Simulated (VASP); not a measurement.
LuBPd3, 5 atoms in the cell. It takes space group Pm-3m (No. 221, cubic). Conventional cell: a = 4.183 Å, b = 4.183 Å, c = 4.183 Å, α = 90.00°, β = 90.00°, γ = 90.00°. Within 3.9 Å of Lu (site symmetry m-3m) lie 12 Pd at 2.96 Å and 8 B at 3.62 Å. B (site symmetry m-3m) has 6 Pd at 2.09 Å within 2.8 Å. Within 2.8 Å of Pd (site symmetry 4/mmm) lie 2 B at 2.09 Å. 

| Quantity | Value |
| --- | --- |
| Program | VASP 6.6.1 |
| Task | single point |
| Functional | PBEsol |
| Potentials or basis | VASP PAW PBE potentials, release 64 (Lu, B, Pd) |
| Cutoff | 520 eV |
| k mesh | 6 × 6 × 6 |
| Occupations | fermi-dirac, width 0.1 eV |
| Spin | no spin polarisation |
| Dipole correction | no |
| Further INCAR settings | ALGO = Normal; EDIFF = 1e-06; NBANDS = 37 |

Potentials or basis: VASP PAW PBE potentials, release 64 (Lu, B, Pd).

The run is started by

```console
$ cat potpaw_PBE.64/Lu/POTCAR potpaw_PBE.64/B/POTCAR potpaw_PBE.64/Pd/POTCAR > POTCAR
$ mpirun -np 1 vasp_std > vasp.out
```

Hardware: 1 thread of Intel(R) Xeon(R) Platinum 8259CL CPU @ 2.50GHz (Skylake/Cascade Lake), on a shared host.

Question: How long does it take, and how much memory?

Answer: Wall time 56 s on 1 thread of Intel(R) Xeon(R) Platinum 8259CL CPU @ 2.50GHz (Skylake/Cascade Lake) (shared host), peak memory 0.21 GiB. Counts: scf iterations 14, k points 20.
